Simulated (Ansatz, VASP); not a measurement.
One calculation of GaS, two programs

INCAR

```
SYSTEM = GaS
ALGO = Normal
EDIFF = 1E-7
EDIFFG = -0.001
ENCUT = 500
GGA = PE
GGA_COMPAT = .FALSE.
IBRION = 2
ISIF = 3
ISMEAR = 0
IVDW = 12
LASPH = .TRUE.
LCHARG = .FALSE.
LREAL = .FALSE.
LWAVE = .FALSE.
NELM = 120
NELMIN = 4
NSW = 80
PREC = Accurate
SIGMA = 0.01
```

The input KPOINTS:

```
k-points
0
G
  9 9 2
  0 0 0
```

Contents of POSCAR:

```
GaS
1.0
    3.5900774653      0.0000000000      0.0000000000
   -1.7950387327      3.1090982865      0.0000000000
    0.0000000000      0.0000000000     15.4502754885
Ga S
4 4
Direct
    0.3333333333      0.6666666667      0.1707810933
    0.6666666667      0.3333333333      0.6707810933
    0.3333333333      0.6666666667      0.3292189067
    0.6666666667      0.3333333333      0.8292189067
    0.3333333333      0.6666666667      0.6003449033
    0.6666666667      0.3333333333      0.1003449033
    0.3333333333      0.6666666667      0.8996550967
    0.6666666667      0.3333333333      0.3996550967
```

Input for Ansatz:

```yaml
crystal:
  lattice:
    - [3.5900774674, 0.0, 0.0]
    - [-1.7950387337, 3.1090982884, 0.0]
    - [0.0, 0.0, 15.4502754489]
  atoms:
    - { symbol: Ga, position: [0.3333333333, 0.6666666667, 0.1707810931] }
    - { symbol: Ga, position: [0.6666666667, 0.3333333333, 0.6707810931] }
    - { symbol: Ga, position: [0.3333333333, 0.6666666667, 0.3292189069] }
    - { symbol: Ga, position: [0.6666666667, 0.3333333333, 0.8292189069] }
    - { symbol: S, position: [0.3333333333, 0.6666666667, 0.600344903] }
    - { symbol: S, position: [0.6666666667, 0.3333333333, 0.100344903] }
    - { symbol: S, position: [0.3333333333, 0.6666666667, 0.899655097] }
    - { symbol: S, position: [0.6666666667, 0.3333333333, 0.399655097] }
basis:
  ecutwfc: 420
kpoints:
  mp_grid: { grid: [9, 9, 2] }
hamiltonian:
  xc: pbe
  dispersion: d3bj
scf:
  occupations: { method: fixed }
output:
  forces: true
  stress: true
  eigenvalues: true
relax:
  adjacent_minimum: "off"
  f_tol: 0.001
  max_steps: 60
  cell: { stress_tol: 0.01 }
```

Alike in both runs: task relaxation of cell and atoms; functional PBE; dispersion D3(BJ); k mesh 9 × 9 × 2; no spin polarisation.

|  | VASP | Ansatz |
| --- | --- | --- |
| version | VASP 6.6.1 | Ansatz 0.2.0 |
| potentials or method | VASP PAW PBE potentials, release 64 (Ga_d, S), cutoff 500 eV | scalar-relativistic, plane waves, PAW |
| occupations | gaussian, width 0.01 eV | fixed |
| valence electrons in the cell | 76 | 76 |

```tsv
	VASP	Ansatz	Ansatz less VASP
gap on the k mesh at the Fermi level, each at its own relaxed structure (eV)	1.58	1.57	-0.013
relaxed volume (Å³/atom)	21.52	21.56	+0.037
relaxed length of the cell vector where the two differ most in proportion (Å)	3.588	3.591	+0.0022
```
